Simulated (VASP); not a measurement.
HfOs, 2 atoms in the cell. Symmetry: R-3m, No. 166, trigonal system. The conventional cell has a = 4.626 Å, b = 4.626 Å, c = 5.498 Å, α = 90.00°, β = 90.00°, γ = 120.00°. Within 3.6 Å of Hf (site symmetry -3m) lie 8 Os at 2.75 to 2.82 Å and 6 Hf at 3.24 Å. Os (site symmetry -3m) has 8 Hf at 2.75 to 2.82 Å and 6 Os at 3.24 Å within 3.6 Å.  This cell differs from its parent crystal: equal xy, yz and zx shear strains of -2 %.

- Program: VASP 6.6.1
- Task: electric field gradients
- Functional: PBEsol
- Potentials or basis: VASP PAW PBE potentials, release 64 (Hf_pv, Os)
- Cutoff: 520 eV
- k mesh: 10 × 10 × 10
- Occupations: fermi-dirac, width 0.05 eV
- Spin: no spin polarisation
- Dipole correction: no
- Further INCAR settings: ALGO = Normal; EDIFF = 1e-08; NBANDS = 16

Potentials or basis: VASP PAW PBE potentials, release 64 (Hf_pv, Os).

Command:

```console
$ cat potpaw_PBE.64/Hf_pv/POTCAR potpaw_PBE.64/Os/POTCAR > POTCAR
$ mpirun -np 1 vasp_std > vasp.out
```

Hardware: 1 thread of Intel(R) Xeon(R) Platinum 8259CL CPU @ 2.50GHz (Skylake/Cascade Lake) (shared host).

**Question.** Estimate the wall time of this run.

**Answer.** Run time: 28 s on 1 thread of Intel(R) Xeon(R) Platinum 8259CL CPU @ 2.50GHz (Skylake/Cascade Lake), on a shared host, peak memory 0.19 GiB. Counts: scf iterations 15, k points 116.
